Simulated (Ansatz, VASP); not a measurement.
## Ti3Al: VASP beside Ansatz

Contents of INCAR:

```
ALGO = Fast
EDIFF = 1E-6
ENCUT = 520
GGA = PE
ISIF = 2
ISMEAR = 0
LASPH = T
LCHARG = F
LREAL = F
LWAVE = F
NBANDS = 28
NELM = 60
PREC = Accurate
SIGMA = 0.15
```

KPOINTS

```
k-points
0
Gamma
  18 18 6
```

Contents of POSCAR:

```
Ti3Al
1.0
    2.8964036213      0.0000000000      0.0000000000
   -1.4482018107      2.5083591157      0.0000000000
    0.0000000000      0.0000000000      9.6971593243
Ti Al
3 1
Direct
    0.6666666667      0.3333333333      0.0000000000
    0.3333333333      0.6666666667      0.7504575700
    0.3333333333      0.6666666667      0.2495424300
    0.6666666667      0.3333333333      0.5000000000
```

Input for Ansatz:

```yaml
crystal:
  lattice:
    - [2.8964036213, 0.0, 0.0]
    - [-1.4482018107, 2.5083591157, 0.0]
    - [0.0, 0.0, 9.6971593243]
  atoms:
    - { symbol: Ti, position: [0.6666666667, 0.3333333333, 0.0] }
    - { symbol: Ti, position: [0.3333333333, 0.6666666667, 0.75045757] }
    - { symbol: Ti, position: [0.3333333333, 0.6666666667, 0.24954243] }
    - { symbol: Al, position: [0.6666666667, 0.3333333333, 0.5] }
basis:
  ecutwfc: 520.0
kpoints:
  mp_grid: { grid: [18, 18, 6] }
hamiltonian:
  xc: pbe
  pseudopotentials: { kind: paw, azcp: { folder: soft_1 } }
scf:
  occupations: { method: gaussian, width: 0.15 }
output:
  forces: true
  stress: true
  eigenvalues: true
```

Alike in both runs: task single point; functional PBE; k mesh 18 × 18 × 6; occupations gaussian, width 0.15 eV; no spin polarisation.

```csv
,VASP,Ansatz
version,VASP 6.6.1,Ansatz 0.2.0
potentials or method,"VASP PAW PBE potentials, release 64 (Ti_sv, Al), cutoff 520 eV","scalar-relativistic, plane waves, PAW"
valence electrons in the cell,39,39
```

Ansatz gave:

| Property | Result |
| --- | --- |
| gap on the k mesh at the Fermi level (eV) | none |
| pressure (GPa) | -2.9 |
| traceless stress, the component that is largest in VASP (GPa) | -5.49 |
| rms of the force components (eV/Å) | 0.051 |

Q: What did VASP give for the same quantities?

A: gap on the k mesh at the Fermi level (eV): none; pressure (GPa): -3.0; traceless stress, the component that is largest in VASP (GPa): -5.45; rms of the force components (eV/Å): 0.048.

Atom by atom the forces differ by 0.003 eV/Å (rms over components). A gap of «none» marks a metal or a gap that the smearing closes.
